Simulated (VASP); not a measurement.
Wanted: the native input for a VASP 6.6.1 run.

- Task: single point
- Functional: PBE
- Potentials or basis: VASP PAW PBE potentials, release 64 (Ta_pv, O)
- Cutoff: 520 eV
- k mesh: 6 × 6 × 4
- Occupations: gaussian, width 0.1 eV
- Spin: no spin polarisation
- Dipole correction: no
- Further INCAR settings: ALGO = Normal; EDIFF = 1e-06; NBANDS = 33

The structure of Ta4O lies in POSCAR:

```
Ta4O
1.0
    3.2320470291     -0.0152481768      0.0288595295
   -0.0152481768      3.2607564900     -0.0239794059
    0.0656424534     -0.0545423666      7.3830922482
Ta O
4 1
Direct
    0.0557881040      0.0175980815      0.4959207976
    0.5099888585      0.4844793375      0.7830196518
    0.4958958890      0.5104955771      0.2247411169
    0.0271957279      0.0119959521     -0.0099535760
    0.4860972249      0.4512680640      0.5148622201
```

The input as run:

INCAR

```
  PREC = Accurate
  ENCUT = 520
  EDIFF = 1E-6
  ISMEAR = 0
  SIGMA = 0.1
  LREAL = False
  LASPH = True
  NELM = 100
  ALGO = Normal
  ISIF = 2
  LWAVE = False
  LCHARG = False
  GGA = PE
  NBANDS = 33
```

KPOINTS

```
Automatic mesh
0
Gamma
  6 6 4
```

Potentials or basis: VASP PAW PBE potentials, release 64 (Ta_pv, O).

The run is started by

```bash
$ cat potpaw_PBE.64/Ta_pv/POTCAR potpaw_PBE.64/O/POTCAR > POTCAR
$ mpirun -np 1 vasp_std > vasp.out
```

It gave:

```yaml
Pressure: 7.5 GPa
Largest_force: 2.998 eV/Å
Band_gap_on_the_k_mesh: zero (band 25 reaches 6.85 eV, above the bottom of band 26 at 5.94 eV)
```

Caveat: spin-orbit coupling is left out, which moves the levels of the heavy elements; forces of over 1 eV/Å act on the atoms, so gaps and moduli don't describe the material at rest.

It took 110 s on 1 thread of AMD EPYC 9R45 96-Core Processor (Zen 5), with other jobs on the host, peak memory 0.25 GiB.
